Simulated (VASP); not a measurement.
# Al2Zn (P-3m1) in VASP: further runs, part 2 of 2

VASP 6.6.1. The steps go on from the part before.

### 4 Single point, LDA (volume 16.329 Å^3 an atom, c/a of the conventional cell 2.4643)

INCAR

```
SYSTEM = Al2Zn
PREC     = Accurate       ! precision mode
ENCUT    = 520            ! plane-wave cutoff, eV
EDIFF    = 1E-7           ! SCF threshold, eV
ISMEAR   = 0              ! smearing method
SIGMA    = 0.15           ! smearing width, eV
LREAL    = .FALSE.        ! projectors in reciprocal space
LASPH    = .TRUE.         ! aspherical terms in the spheres
NELM     = 80             ! most SCF steps
ALGO     = Fast           ! electronic algorithm
ISIF     = 2              ! what is computed and relaxed
LWAVE    = .FALSE.        ! write WAVECAR
LCHARG   = .FALSE.        ! write CHGCAR
NBANDS   = 16             ! bands
```

KPOINTS

```
regular mesh
0
G
  18 18 8
  0 0 0
```

POSCAR

```
Al2Zn
1.0
    2.8419536606      0.0000000000      0.0000000000
   -1.4209768303      2.4612040665      0.0000000000
    0.0000000000      0.0000000000      7.0035176507
Al Zn
2 1
Direct
    0.3333333333      0.6666666667      0.3282219152
    0.6666666667      0.3333333333      0.6717780848
    0.0000000000      0.0000000000      0.0000000000
```

Run with:

```bash
> cat potpaw_LDA.64/Al/POTCAR potpaw_LDA.64/Zn/POTCAR > POTCAR
> mpirun -np 1 vasp_std > vasp.out
```

Run time: 93 s. Hardware: 1 thread of Intel Xeon 6975P-C (Granite Rapids), shared host; peak memory 0.31 GiB.

It converged, with:

| Property | Result |
| --- | --- |
| Free energy | -10.1417 eV |
| Pressure | -5.4 GPa |
| Largest force | 0.021 eV/Å |
| Band gap on the k mesh | zero (band 9 reaches 8.65 eV, above the bottom of band 10 at 4.84 eV) |

Forces on the atoms (eV/Å):
```
Al   0.000  0.000 -0.021
Al   0.000  0.000  0.021
Zn   0.000  0.000  0.000
```

Stress tensor (GPa, compression positive):
```
-5.35  0.00  0.00
 0.00 -5.35  0.00
 0.00  0.00 -5.57
```

Levels at points of the mesh, in eV from the Fermi level:
```csv
k point,band 6,band 7,band 8,band 9,band 10,band 11,band 12,band 13
"(0.00, 0.00, 0.00)",-7.37,-7.37,-7.17,0.96,1.60,11.43,11.43,11.51
"(0.50, 0.00, 0.00)",-4.74,-4.48,-2.45,-1.62,-1.31,-0.70,6.14,6.21
"(0.00, 0.00, 0.50)",-7.37,-7.37,-4.09,-3.62,7.19,8.01,11.56,11.56
"(0.50, 0.00, 0.50)",-4.37,-4.09,-3.62,-3.24,1.72,2.01,2.19,2.63
```

### 5 Single point, LDA (volume 16.329 Å^3 an atom, c/a of the conventional cell 2.9562)

INCAR

```
SYSTEM = Al2Zn
  ALGO = Fast
  EDIFF = 1E-6
  ENCUT = 520
  ISIF = 2
  ISMEAR = 0
  LASPH = .True.
  LCHARG = .False.
  LREAL = .False.
  LWAVE = .False.
  NBANDS = 16
  NELM = 100
  PREC = Accurate
  SIGMA = 0.15
```

KPOINTS

```
k-points
0
Gamma
  18 18 8
  0 0 0
```

POSCAR

```
Al2Zn
1.0
    2.6746818653      0.0000000000      0.0000000000
   -1.3373409326      2.3163424424      0.0000000000
    0.0000000000      0.0000000000      7.9068945301
Al Zn
2 1
Direct
    0.3333333333      0.6666666667      0.3282219152
    0.6666666667      0.3333333333      0.6717780848
    0.0000000000      0.0000000000      0.0000000000
```

Potentials or basis: VASP PAW LDA potentials, release 64 (Al, Zn).

Run with:

```bash
> cat potpaw_LDA.64/Al/POTCAR potpaw_LDA.64/Zn/POTCAR > POTCAR
> mpirun -np 1 vasp_std > vasp.out
```

OUTCAR:

```text
SYSTEM = Al2Zn
   EDIFF = 1E-6
   ENCUT = 520
   ISIF = 2
   ISMEAR = 0
   LASPH = .True.
   LREAL = .False.
   NELM = 100
   PREC = Accurate

 ion  position               nearest neighbor table
   1  0.333  0.667  0.328-   3 3.02   3 3.02   3 3.02   2 3.12   2 3.12   2 3.12
   2  0.667  0.333  0.672-   3 3.02   3 3.02   3 3.02   1 3.12   1 3.12   1 3.12
   3  0.000  0.000  0.000-   1 3.02   2 3.02   1 3.02   2 3.02   2 3.02   1 3.02

  LATTYP: Found a hexagonal cell.
 ALAT       =     2.6746818653
 C/A-ratio  =     2.9562000000

  Lattice vectors:

 A1 = (   2.6746818653,   0.0000000000,   0.0000000000)
 A2 = (  -1.3373409326,   2.3163424424,   0.0000000000)
 A3 = (   0.0000000000,   0.0000000000,   7.9068945301)

Analysis of symmetry for initial positions (statically):
=====================================================================
 Subroutine PRICEL returns:
 Original cell was already a primitive cell.

 Routine SETGRP: Setting up the symmetry group for a
 hexagonal supercell.

 Subroutine GETGRP returns: Found 12 space group operations
 (whereof 12 operations were pure point group operations)
 out of a pool of 24 trial point group operations.
[... 162 lines left out ...]
  free energy    TOTEN  =        -9.95539312 eV

  energy without entropy =       -9.94171799  energy(sigma->0) =       -9.94855555

 E-fermi :   6.0919     XC(G=0): -10.7386

 val. band max:        6.0604190213   @ k =   0.3889   0.1111   0.0000
 cond. band min:       6.1056300936   @ k =  -0.1111   0.3333   0.1250
 fundamental gap:      0.0452110723
 Fermi energy:         6.0919188110

 k-point     1 :       0.0000    0.0000    0.0000
  band No.  band energies     occupation
      1      -4.7492      2.00000
      2      -2.6707      2.00000
      3      -2.6374      2.00000
      4      -1.6217      2.00000
      5      -1.6217      2.00000
      6      -1.3332      2.00000
[... 433 lines left out ...]
      3      -1.3940      2.00000
      4      -1.3409      2.00000
      5      -1.0488      2.00000
      6       1.0407      2.00000
[... 8 lines left out ...]
     15      12.8713      0.00000
     16      13.5638      0.00000

 [... further k-points ...]
[... 5 lines left out ...]
  --------------------------------------------------------------------------------------
  -------------------------------------------------------------------------------------
  Total        0.2562092      0.2562092     -2.5315184      0.0000000     -0.0000000      0.0000000
  in kB        8.3796234      8.3796234    -82.7962807      0.0000000     -0.0000000      0.0000000
  external PRESSURE =     -22.0123447 kB  Pullay stress =       0.0000000 kB

 VOLUME and BASIS-vectors are now :
 -----------------------------------------------------------------------------
  energy-cutoff  :      520.00
  volume of cell :       48.99
      direct lattice vectors                 reciprocal lattice vectors
     2.674681865  0.000000000  0.000000000     0.373876240  0.215857548  0.000000000
    -1.337340933  2.316342442  0.000000000     0.000000000  0.431715096  0.000000000
     0.000000000  0.000000000  7.906894530     0.000000000  0.000000000  0.126471903

 POSITION                                       TOTAL-FORCE (eV/Angst)
 -----------------------------------------------------------------------------------
     -0.00000      1.54423      2.59522         0.000000      0.000000      0.014789
      1.33734      0.77211      5.31168        -0.000000      0.000000     -0.014789
      0.00000      0.00000      0.00000         0.000000     -0.000000      0.000000
 -----------------------------------------------------------------------------------
    total drift:                               -0.000000      0.000000     -0.000000

  FREE ENERGIE OF THE ION-ELECTRON SYSTEM (eV)
  ---------------------------------------------------
  free  energy   TOTEN  =        -9.9553931184 eV

  energy  without entropy=       -9.9417179888  energy(sigma->0) =       -9.94855555
```

OSZICAR:

```text
N       E                     dE             d eps       ncg     rms          rms(c)
DAV:   1     0.557579195885E+02    0.55758E+02   -0.82788E+03  8520   0.122E+03
DAV:   2    -0.828184718080E+01   -0.64040E+02   -0.60451E+02  9264   0.217E+02
DAV:   3    -0.106565232689E+02   -0.23747E+01   -0.23545E+01 11208   0.417E+01
DAV:   4    -0.106798622009E+02   -0.23339E-01   -0.23336E-01 10264   0.392E+00
DAV:   5    -0.106802889582E+02   -0.42676E-03   -0.42675E-03 11472   0.554E-01    0.383E+00
RMM:   6    -0.100534781703E+02    0.62681E+00   -0.17499E+00 10509   0.134E+01    0.370E+00
RMM:   7    -0.997578401903E+01    0.77694E-01   -0.19745E-01 10509   0.567E+00    0.153E+00
RMM:   8    -0.995689177784E+01    0.18892E-01   -0.16653E-02 10916   0.999E-01    0.402E-01
RMM:   9    -0.995547736788E+01    0.14144E-02   -0.21369E-03 11146   0.360E-01    0.101E-01
RMM:  10    -0.995540553852E+01    0.71829E-04   -0.36606E-04 10951   0.135E-01    0.670E-02
RMM:  11    -0.995539273007E+01    0.12808E-04   -0.81857E-05 11085   0.703E-02    0.212E-02
RMM:  12    -0.995539257398E+01    0.15609E-06   -0.26923E-05 10855   0.396E-02    0.112E-02
RMM:  13    -0.995539311838E+01   -0.54439E-06   -0.77075E-06  9174   0.216E-02
   1 F= -.99553931E+01 E0= -.99485556E+01  d E =-.136751E-01
```

Run time: 86 s. Hardware: 1 thread of Intel Xeon 6975P-C (Granite Rapids), shared host; peak memory 0.3 GiB.

Results:

- Free energy: -9.9554 eV
- Pressure: -2.2 GPa
- Largest force: 0.015 eV/Å
- Band gap on the k mesh: zero (band 9 reaches 7.78 eV, above the bottom of band 10 at 4.77 eV)

Forces on the atoms (eV/Å):
```
Al   0.000  0.000  0.015
Al   0.000  0.000 -0.015
Zn   0.000  0.000  0.000
```

### 6 Single point, LDA (volume 16.329 Å^3 an atom, c/a of the conventional cell 2.0543)

INCAR

```
ALGO     = Fast           # electronic algorithm
EDIFF    = 1E-6           # SCF threshold, eV
ENCUT    = 520            # plane-wave cutoff, eV
ISIF     = 2              # what is computed and relaxed
ISMEAR   = 0              # smearing method
LASPH    = True           # aspherical terms in the spheres
LCHARG   = False          # write CHGCAR
LREAL    = False          # projectors in reciprocal space
LWAVE    = False          # write WAVECAR
NBANDS   = 16             # bands
NELM     = 100            # most SCF steps
PREC     = Accurate       # precision mode
SIGMA    = 0.15           # smearing width, eV
```

KPOINTS

```
k-points
0
Gamma
  18 18 8
```

POSCAR

```
Al2Zn
1.0
    3.0196882932      0.0000000000      0.0000000000
   -1.5098441466      2.6151267735      0.0000000000
    0.0000000000      0.0000000000      6.2033456608
Al Zn
2 1
Direct
    0.3333333333      0.6666666667      0.3282219152
    0.6666666667      0.3333333333      0.6717780848
    0.0000000000      0.0000000000      0.0000000000
```

Potentials or basis: VASP PAW LDA potentials, release 64 (Al, Zn).

Run with:

```bash
> cat potpaw_LDA.64/Al/POTCAR potpaw_LDA.64/Zn/POTCAR > POTCAR
> mpirun -np 1 vasp_std > vasp.out
```

Run time: 76 s. Hardware: 1 thread of Intel Xeon 6975P-C (Granite Rapids), shared host; peak memory 0.3 GiB.

The run converged. Its results:

- Free energy: -10.1061 eV
- Pressure: -3.8 GPa
- Largest force: 0.125 eV/Å
- Band gap on the k mesh: zero (band 9 reaches 10.30 eV, above the bottom of band 10 at 4.19 eV)

Forces in eV/Å, atoms in the order of the input:
```
Al   0.000  0.000 -0.125
Al   0.000  0.000  0.125
Zn   0.000  0.000  0.000
```

Stress tensor (GPa, compression positive):
```
-4.63  0.00  0.00
 0.00 -4.63  0.00
 0.00  0.00 -2.23
```

Levels at points of the mesh, in eV from the Fermi level:
```csv
k point,band 6,band 7,band 8,band 9,band 10,band 11,band 12,band 13
"(0.00, 0.00, 0.00)",-7.58,-7.04,-6.61,3.99,4.94,8.89,8.89,8.99
"(0.50, 0.00, 0.00)",-5.44,-5.01,-2.29,-1.59,-1.29,-0.48,4.12,5.93
"(0.00, 0.00, 0.50)",-7.58,-7.58,-2.82,-1.21,8.96,8.96,9.88,9.88
"(0.50, 0.00, 0.50)",-4.68,-4.52,-4.08,-3.86,2.23,3.09,3.56,4.07
```

### 7 Overview

```tsv
cell	further INCAR settings	gap on the mesh (eV)	pressure (GPa)	largest force (eV/Å)
a = 2.687, b = 2.687, c = 7.253 Å, angles 90.0, 90.0, 120.0°, 3 atoms	ALGO = Fast; EDIFF = 1e-06; NBANDS = 16	none	1.5	0.03
a = 2.855, b = 2.855, c = 6.424 Å, angles 90.0, 90.0, 120.0°, 3 atoms	ALGO = Fast; EDIFF = 1e-06; NBANDS = 16	none	0.7	0.01
a = 2.842, b = 2.842, c = 7.004 Å, angles 90.0, 90.0, 120.0°, 3 atoms	ALGO = Fast; EDIFF = 1e-07; NBANDS = 16	none	-5.4	0.02
a = 2.675, b = 2.675, c = 7.907 Å, angles 90.0, 90.0, 120.0°, 3 atoms	ALGO = Fast; EDIFF = 1e-06; NBANDS = 16	none	-2.2	0.01
a = 3.020, b = 3.020, c = 6.203 Å, angles 90.0, 90.0, 120.0°, 3 atoms	ALGO = Fast; EDIFF = 1e-06; NBANDS = 16	none	-3.8	0.13
```

Alike in all rows: task single point; level LDA; potentials or basis VASP PAW LDA potentials, release 64 (Al, Zn); no spin polarisation; k mesh 18 × 18 × 8; cutoff (eV) 520; smearing gaussian 0.15 eV.

Total energies depend on the potentials used, so only differences within one code and one set of settings carry meaning.
